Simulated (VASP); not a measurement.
The system is BP.

```
P B
1.0
     0.00000    2.26900    2.26900
     2.26900    0.00000    2.26900
     2.26900    2.26900    0.00000
P B
1 1
Direct
  0.75000 0.75000 0.75000
  0.00000 0.00000 0.00000
```

| Quantity | Value |
| --- | --- |
| Program | VASP 6.6.1 |
| Task | relaxation of cell and atoms |
| Functional | BLYP |
| Potentials or basis | VASP PAW PBE potentials, release 64 (P, B) |
| Cutoff | 600 eV |
| k mesh | 10 × 10 × 10 |
| Occupations | fermi-dirac, width 0.05 eV |
| Spin | no spin polarisation |

At the start: pressure 5.9 GPa; volume 11.68 Å³/atom.

Q: How do energy, volume and symmetry change on relaxing?

A: Over 3 steps the energy falls by 7.8 meV/atom and the volume is 12.12 Å³/atom (+3.8 %); space group F-43m (No. 216, to 0.05 Å).

The path:
```tsv
step	energy change (eV)	largest force (eV/Å)	pressure (GPa)	volume (Å³)
1	0.0000	0.0000	5.87	23.36
2	-0.0091	0.0000	-3.45	24.84
3	-0.0156	0.0000	-0.01	24.24
```

Final structure:
```
CELL_PARAMETERS angstrom
0.00000 2.29713 2.29713
2.29713 0.00000 2.29713
2.29713 2.29713 0.00000
ATOMIC_POSITIONS crystal
P 0.75000 0.75000 0.75000
B 0.00000 0.00000 0.00000
```

Caveat: the PAW data sets were made with another functional, which shifts forces and pressure a little.
